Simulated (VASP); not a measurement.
Input of a VASP 6.6.1 run:

File INCAR:

```
PREC     = Accurate       # precision mode
ENCUT    = 520            # plane-wave cutoff, eV
EDIFF    = 1E-6           # SCF threshold, eV
ISMEAR   = 0              # smearing method
SIGMA    = 0.15           # smearing width, eV
LREAL    = False          # projectors in reciprocal space
LASPH    = True           # aspherical terms in the spheres
NELM     = 80             # most SCF steps
ALGO     = Fast           # electronic algorithm
ISIF     = 2              # what is computed and relaxed
LWAVE    = False          # write WAVECAR
LCHARG   = True           # write CHGCAR
GGA      = PS             # functional
LELF     = True           # ELF
LVHAR    = True         
NBANDS   = 14             # bands
```

The input KPOINTS:

```
regular mesh
0
Gamma
  22 22 22
```

Contents of POSCAR:

```
Rh
1.0
    0.0000000000      1.9015500000      1.8064725000
    1.9015500000      0.0000000000      1.8064725000
    1.9015500000      1.9015500000      0.0000000000
Rh
1
Direct
    0.0000000000      0.0000000000      0.0000000000
```

Potentials or basis: VASP PAW PBE potentials, release 64 (Rh_pv).

Command:

```sh
$ cat potpaw_PBE.64/Rh_pv/POTCAR > POTCAR
$ mpirun -np 1 vasp_std > vasp.out
```

What does it give for the pressure?

11.0 GPa.

Stress tensor (GPa, compression positive):
```
 6.45  0.00  0.00
 0.00  6.45  0.00
 0.00  0.00 20.25
```

Caveat: the cell differs from its parent crystal (strain +0.000 along x and y, -0.050 along z); the PAW data sets were made with another functional, which shifts forces and pressure a little.
